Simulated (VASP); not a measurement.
# C (I4_1/amd) in VASP: further runs

The runs below take C through electric field gradients, with LDA.

Everything below comes from runs of VASP 6.6.1. Logs are shortened: lines on timing, memory, paths and dates and some standing lists are left out, and cuts for length are marked.

### Step 1. The cell of the first run

It takes space group I4_1/amd (No. 141, tetragonal). The conventional cell has a = 2.547 Å, b = 2.547 Å, c = 3.567 Å, α = 90.00°, β = 90.00°, γ = 90.00°. Within 2.1 Å of C (site symmetry -4m2) lie 4 C at 1.55 Å.

### Step 2. Electric field gradients, LDA (equal xx and yy strain of +1 %)

File INCAR:

```
SYSTEM = C
PREC = Accurate
ENCUT = 520
EDIFF = 1E-8
ISMEAR = -1
SIGMA = 0.03
LREAL = .False.
LASPH = .True.
NELM = 120
ALGO = Normal
ISIF = 2
LWAVE = .False.
LCHARG = .False.
GGA = CA
LEFG = .True.
NBANDS = 11
GGA_COMPAT = .False.
```

File KPOINTS:

```
Automatic mesh
0
Gamma
  16 16 16
  0 0 0
```

File POSCAR:

```
C
1.0
    0.0000000000      1.8012340000      1.7834000000
    1.8012340000      0.0000000000      1.7834000000
    1.8012340000      1.8012340000      0.0000000000
C
2
Direct
    0.5000000000      0.5000000000      0.5000000000
    0.7500000000      0.7500000000      0.7500000000
```

Potentials or basis: VASP PAW LDA potentials, release 64 (C).

Started as:

```
$ cat potpaw_LDA.64/C/POTCAR > POTCAR
$ mpirun -np 1 vasp_std > vasp.out
```

OUTCAR:

```text
SYSTEM = C
   PREC = Accurate
   ENCUT = 520
   EDIFF = 1E-8
   ISMEAR = -1
   LREAL = .False.
   LASPH = .True.
   NELM = 120
   ISIF = 2
   GGA = CA

 ion  position               nearest neighbor table
   1  0.500  0.500  0.500-   2 1.55   2 1.55   2 1.55   2 1.55
   2  0.750  0.750  0.750-   1 1.55   1 1.55   1 1.55   1 1.55

  LATTYP: Found a body centered tetragonal cell.
 ALAT       =     2.5473295518
 C/A-ratio  =     1.4002114479

  Lattice vectors:

 A1 = (   0.0000000000,  -1.8012340000,  -1.7834000000)
 A2 = (   0.0000000000,   1.8012340000,  -1.7834000000)
 A3 = (   1.8012340000,   0.0000000000,   1.7834000000)

Analysis of symmetry for initial positions (statically):
=====================================================================
 Subroutine PRICEL returns:
 Original cell was already a primitive cell.

 Routine SETGRP: Setting up the symmetry group for a
 body centered tetragonal supercell.

 Subroutine GETGRP returns: Found 16 space group operations
 (whereof  8 operations were pure point group operations)
 out of a pool of 16 trial point group operations.

The static configuration has the point symmetry D_2d.
 The point group associated with its full space group is D_4h.

Analysis of symmetry for dynamics (positions and initial velocities):
=====================================================================
 Subroutine PRICEL returns:
 Original cell was already a primitive cell.

 Routine SETGRP: Setting up the symmetry group for a
 body centered tetragonal supercell.

 Subroutine GETGRP returns: Found 16 space group operations
 (whereof  8 operations were pure point group operations)
 out of a pool of 16 trial point group operations.

The dynamic configuration has the point symmetry D_2d.
 The point group associated with its full space group is D_4h.

 Subroutine INISYM returns: Found 16 space group operations
 (whereof  8 operations are pure point group operations),
 and found     1 'primitive' translations

----------------------------------------------------------------------------------------

                                     Primitive cell

  volume of cell :      11.5723

  direct lattice vectors                    reciprocal lattice vectors
     0.000000000  1.801234000  1.783400000    -0.277587476  0.277587476  0.280363351
     1.801234000  0.000000000  1.783400000     0.277587476 -0.277587476  0.280363351
[... 137 lines left out ...]
 Fermi energy:        10.0502108390

 k-point     1 :       0.0000    0.0000    0.0000
  band No.  band energies     occupation
      1     -11.6205      2.00000
      2       9.3853      2.00000
      3       9.3853      2.00000
      4       9.5314      2.00000
      5      14.8416      0.00000
      6      14.9613      0.00000
      7      14.9613      0.00000
      8      22.5366      0.00000
      9      28.1796      0.00000
     10      35.5844      0.00000
     11      36.0834      0.00000
[... 309 lines left out ...]
 k-point    24 :      -0.0625    0.0625    0.0000
  band No.  band energies     occupation
      1     -11.3381      2.00000
      2       8.0231      2.00000
      3       8.4690      2.00000
      4       9.2031      2.00000
      5      15.2455      0.00000
      6      15.7835      0.00000
      7      15.9053      0.00000
      8      22.7320      0.00000
      9      28.6262      0.00000
     10      32.1995      0.00000
     11      33.4676      0.00000

 [... further k-points ...]

------------------------ aborting loop because EDIFF is reached ----------------------------------------

  FORCE on cell =-STRESS in cart. coord.  units (eV):
  Direction    XX          YY          ZZ          XY          YZ          ZX
  --------------------------------------------------------------------------------------
  -------------------------------------------------------------------------------------
  Total       -1.6429709     -1.6429709     -0.9988741      0.0000000      0.0000000     -0.0000000
  in kB     -227.4685889   -227.4685889   -138.2936726      0.0000000      0.0000000     -0.0000000
  external PRESSURE =    -197.7436168 kB  Pullay stress =       0.0000000 kB

 VOLUME and BASIS-vectors are now :
 -----------------------------------------------------------------------------
  energy-cutoff  :      520.00
  volume of cell :       11.57
      direct lattice vectors                 reciprocal lattice vectors
     0.000000000  1.801234000  1.783400000    -0.277587476  0.277587476  0.280363351
     1.801234000  0.000000000  1.783400000     0.277587476 -0.277587476  0.280363351
     1.801234000  1.801234000  0.000000000     0.277587476  0.277587476 -0.280363351

 POSITION                                       TOTAL-FORCE (eV/Angst)
 -----------------------------------------------------------------------------------
      1.80123      1.80123      1.78340        -0.000000     -0.000000      0.000000
      2.70185      2.70185      2.67510         0.000000      0.000000     -0.000000
 -----------------------------------------------------------------------------------
    total drift:                                0.000000     -0.000000      0.000000

  FREE ENERGIE OF THE ION-ELECTRON SYSTEM (eV)
  ---------------------------------------------------
  free  energy   TOTEN  =       -20.2110637915 eV

  energy  without entropy=      -20.2110637915  energy(sigma->0) =      -20.21106379

 Electric field gradients (V/A^2)
---------------------------------------------------------------------
 ion       V_xx      V_yy      V_zz      V_xy      V_xz      V_yz
---------------------------------------------------------------------
   1       0.183     0.183    -0.366    -0.000    -0.000    -0.000
   2       0.183     0.183    -0.366    -0.000    -0.000    -0.000
---------------------------------------------------------------------

 Electric field gradients after diagonalization (V/A^2)
 (convention: |V_zz| > |V_xx| > |V_yy|)
----------------------------------------------------------------------
 ion       V_xx      V_yy      V_zz     asymmetry (V_yy - V_xx)/ V_zz
----------------------------------------------------------------------
   1       0.183     0.183    -0.366       0.000
   2       0.183     0.183    -0.366       0.000
----------------------------------------------------------------------

           NMR quadrupolar parameters

 Cq : quadrupolar parameter    Cq=e*Q*V_zz/h
 eta: asymmetry parameters     (V_yy - V_xx)/ V_zz
 Q  : nuclear electric quadrupole moment in mb (millibarn)
----------------------------------------------------------------------
 ion       Cq(MHz)       eta       Q (mb)
----------------------------------------------------------------------
   1      -0.001       0.000       1.000
   2      -0.001       0.000       1.000
----------------------------------------------------------------------
```

OSZICAR:

```text
N       E                     dE             d eps       ncg     rms          rms(c)
DAV:   1    -0.145341679774E+01   -0.14534E+01   -0.47300E+03  8055   0.696E+02
DAV:   2    -0.205956415989E+02   -0.19142E+02   -0.18548E+02 10053   0.126E+02
DAV:   3    -0.209691112288E+02   -0.37347E+00   -0.37254E+00  8919   0.134E+01
DAV:   4    -0.209698098797E+02   -0.69865E-03   -0.69864E-03  8297   0.744E-01
DAV:   5    -0.209698108956E+02   -0.10159E-05   -0.10159E-05  8764   0.260E-02    0.555E+00
DAV:   6    -0.204081360774E+02    0.56167E+00   -0.29772E-01  7873   0.376E+00    0.322E+00
DAV:   7    -0.202112690017E+02    0.19687E+00   -0.35620E-01  8389   0.413E+00    0.685E-01
DAV:   8    -0.202110755740E+02    0.19343E-03   -0.90252E-03  8074   0.773E-01    0.280E-02
DAV:   9    -0.202110621117E+02    0.13462E-04   -0.34463E-05  8728   0.460E-02    0.203E-02
DAV:  10    -0.202110638721E+02   -0.17604E-05   -0.21885E-06  8419   0.120E-02    0.478E-03
DAV:  11    -0.202110637990E+02    0.73051E-07   -0.97793E-08  8593   0.233E-03    0.705E-04
DAV:  12    -0.202110637915E+02    0.75754E-08   -0.23382E-09  4877   0.438E-04
   1 F= -.20211064E+02 E0= -.20211064E+02  d E =-.851686E-11
```

Run time: 28 s. Hardware: 1 thread of Intel Xeon Platinum 8259CL at 2.50GHz (Skylake/Cascade Lake), shared host; peak memory 0.14 GiB.

What came out:

```
Free energy                             : -20.2111 eV
Pressure                                : -19.8 GPa
Band gap on the k mesh                  : 3.80 eV (least direct gap 5.31 eV)
Largest electric field gradient by atom : C -0.4 V/Å²
```

Stress tensor (GPa, compression positive):
```
-22.75   0.00   0.00
  0.00 -22.75   0.00
  0.00   0.00 -13.83
```

Electric field gradients, principal values (V/Å²):
```
atom  least  middle  greatest (by size)
 1 C  0.183   0.183              -0.366
 2 C  0.183   0.183              -0.366
```

Caveat: the cell differs from its parent crystal (equal xx and yy strain of +1 %); the stress differs along the axes, from -23 to -14 GPa; without QUAD_EFG the Cq values of the log hold for a quadrupole moment of 1 mb, not for the nuclei. A k mesh can miss the band edges.

### Step 3. Electric field gradients, LDA (equal xx and yy strain of +2 %)

File INCAR:

```
ALGO     = Normal         # electronic algorithm
EDIFF    = 1E-8           # SCF threshold, eV
ENCUT    = 520            # plane-wave cutoff, eV
GGA_COMPAT= F            
ISIF     = 2              # what is computed and relaxed
ISMEAR   = -1             # smearing method
LASPH    = T              # aspherical terms in the spheres
LCHARG   = F              # write CHGCAR
LEFG     = T            
LREAL    = F              # projectors in reciprocal space
LWAVE    = F              # write WAVECAR
NBANDS   = 11             # bands
NELM     = 120            # most SCF steps
PREC     = Accurate       # precision mode
SIGMA    = 0.03           # smearing width, eV
```

File KPOINTS:

```
k-points
0
Gamma
  16 16 16
```

File POSCAR:

```
C
1.0
    0.0000000000      1.8190680000      1.7834000000
    1.8190680000      0.0000000000      1.7834000000
    1.8190680000      1.8190680000      0.0000000000
C
2
Direct
    0.5000000000      0.5000000000      0.5000000000
    0.7500000000      0.7500000000      0.7500000000
```

Potentials or basis: VASP PAW LDA potentials, release 64 (C).

Started as:

```
$ cat potpaw_LDA.64/C/POTCAR > POTCAR
$ mpirun -np 1 vasp_std > vasp.out
```

OUTCAR:

```text
EDIFF = 1E-8
   ENCUT = 520
   ISIF = 2
   ISMEAR = -1
   LASPH = T
   LREAL = F
   NELM = 120
   PREC = Accurate

 ion  position               nearest neighbor table
   1  0.500  0.500  0.500-   2 1.57   2 1.57   2 1.57   2 1.57
   2  0.750  0.750  0.750-   1 1.57   1 1.57   1 1.57   1 1.57

  LATTYP: Found a body centered tetragonal cell.
 ALAT       =     2.5725506365
 C/A-ratio  =     1.3864838847

  Lattice vectors:

 A1 = (   0.0000000000,  -1.8190680000,  -1.7834000000)
 A2 = (   0.0000000000,   1.8190680000,  -1.7834000000)
 A3 = (   1.8190680000,   0.0000000000,   1.7834000000)

Analysis of symmetry for initial positions (statically):
=====================================================================
 Subroutine PRICEL returns:
 Original cell was already a primitive cell.

 Routine SETGRP: Setting up the symmetry group for a
 body centered tetragonal supercell.

 Subroutine GETGRP returns: Found 16 space group operations
[... 526 lines left out ...]
     0.000000000  1.819068000  1.783400000    -0.274866030  0.274866030  0.280363351
     1.819068000  0.000000000  1.783400000     0.274866030 -0.274866030  0.280363351
     1.819068000  1.819068000  0.000000000     0.274866030  0.274866030 -0.280363351

 POSITION                                       TOTAL-FORCE (eV/Angst)
 -----------------------------------------------------------------------------------
      1.81907      1.81907      1.78340        -0.000000     -0.000000      0.000000
      2.72860      2.72860      2.67510         0.000000      0.000000      0.000000
 -----------------------------------------------------------------------------------
    total drift:                                0.000000     -0.000000      0.000000

  FREE ENERGIE OF THE ION-ELECTRON SYSTEM (eV)
  ---------------------------------------------------
  free  energy   TOTEN  =       -20.1713610899 eV

  energy  without entropy=      -20.1713610899  energy(sigma->0) =      -20.17136109

 Electric field gradients (V/A^2)
---------------------------------------------------------------------
 ion       V_xx      V_yy      V_zz      V_xy      V_xz      V_yz
---------------------------------------------------------------------
   1       0.352     0.352    -0.704     0.000     0.000     0.000
   2       0.352     0.352    -0.704     0.000     0.000     0.000
---------------------------------------------------------------------

 Electric field gradients after diagonalization (V/A^2)
 (convention: |V_zz| > |V_xx| > |V_yy|)
----------------------------------------------------------------------
 ion       V_xx      V_yy      V_zz     asymmetry (V_yy - V_xx)/ V_zz
----------------------------------------------------------------------
   1       0.352     0.352    -0.704       0.000
   2       0.352     0.352    -0.704       0.000
----------------------------------------------------------------------

           NMR quadrupolar parameters

 Cq : quadrupolar parameter    Cq=e*Q*V_zz/h
 eta: asymmetry parameters     (V_yy - V_xx)/ V_zz
 Q  : nuclear electric quadrupole moment in mb (millibarn)
----------------------------------------------------------------------
 ion       Cq(MHz)       eta       Q (mb)
----------------------------------------------------------------------
   1      -0.002       0.000       1.000
   2      -0.002       0.000       1.000
----------------------------------------------------------------------
```

OSZICAR:

```text
N       E                     dE             d eps       ncg     rms          rms(c)
DAV:   1    -0.117586538672E+01   -0.11759E+01   -0.47299E+03  8098   0.694E+02
DAV:   2    -0.205017442496E+02   -0.19326E+02   -0.18743E+02 10123   0.126E+02
DAV:   3    -0.208877454663E+02   -0.38600E+00   -0.38459E+00  8937   0.135E+01
DAV:   4    -0.208885446221E+02   -0.79916E-03   -0.79913E-03  8325   0.754E-01
DAV:   5    -0.208885457757E+02   -0.11536E-05   -0.11536E-05  8702   0.270E-02    0.540E+00
DAV:   6    -0.203581718699E+02    0.53037E+00   -0.28002E-01  7933   0.363E+00    0.313E+00
DAV:   7    -0.201716038983E+02    0.18657E+00   -0.33633E-01  8353   0.399E+00    0.656E-01
DAV:   8    -0.201713718492E+02    0.23205E-03   -0.86585E-03  8140   0.753E-01    0.275E-02
DAV:   9    -0.201713593912E+02    0.12458E-04   -0.33111E-05  8714   0.453E-02    0.201E-02
DAV:  10    -0.201713611743E+02   -0.17831E-05   -0.21559E-06  8446   0.119E-02    0.468E-03
DAV:  11    -0.201713610977E+02    0.76637E-07   -0.98651E-08  8557   0.233E-03    0.741E-04
DAV:  12    -0.201713610899E+02    0.77220E-08   -0.26082E-09  4876   0.461E-04
   1 F= -.20171361E+02 E0= -.20171361E+02  d E =-.250858E-10
```

stdout:

```text
POSCAR found type information on POSCAR C
 POSCAR found :  1 types and       2 ions
 scaLAPACK will be used
 LDA part: xc-table for (Slater(with rela. corr.)+CA(PZ))
 , standard interpolation
 POSCAR, INCAR and KPOINTS ok, starting setup
 FFT: planning ... GRIDC
 FFT: planning ... GRID_SOFT
 FFT: planning ... GRID
 WAVECAR not read
 entering main loop
ion   1

ion   2
```

It took 29 s on 1 thread of Intel Xeon Platinum 8259CL at 2.50GHz (Skylake/Cascade Lake), shared host; peak memory 0.14 GiB.

What came out:

```yaml
Free_energy: -20.1714 eV
Pressure: -27.2 GPa
Band_gap_on_the_k_mesh: 3.51 eV (least direct gap 5.09 eV)
Largest_electric_field_gradient_by_atom: C -0.7 V/Å²
```

Levels at points of the mesh, in eV from the valence-band top:
```
           k point  band 1  band 2  band 3  band 4  band 5  band 6  band 7  band 8  band 9
(0.00, 0.00, 0.00)  -20.99   -0.28   -0.28    0.00    5.09    5.32    5.32   12.47   18.31
(0.50, 0.00, 0.00)  -15.37  -13.12   -3.05   -2.71    7.83    7.94    8.55   14.85   20.76
(0.50, 0.50, 0.00)  -12.32  -12.32   -6.43   -6.43    4.13    4.13   15.91   15.91   22.20
(0.50, 0.00, 0.50)  -12.62  -12.62   -6.15   -6.15    4.58    4.58   15.79   15.79   21.90
```

Electric field gradients, principal values (V/Å²):
| atom | least | middle | greatest (by size) |
| --- | --- | --- | --- |
| 1 C | 0.352 | 0.352 | -0.704 |
| 2 C | 0.352 | 0.352 | -0.704 |

Caveat: the cell differs from its parent crystal (equal xx and yy strain of +2 %); the stress differs along the axes, from -33 to -16 GPa; without QUAD_EFG the Cq values of the log hold for a quadrupole moment of 1 mb, not for the nuclei. A k mesh can miss the band edges.

[end of part 1 of 2]
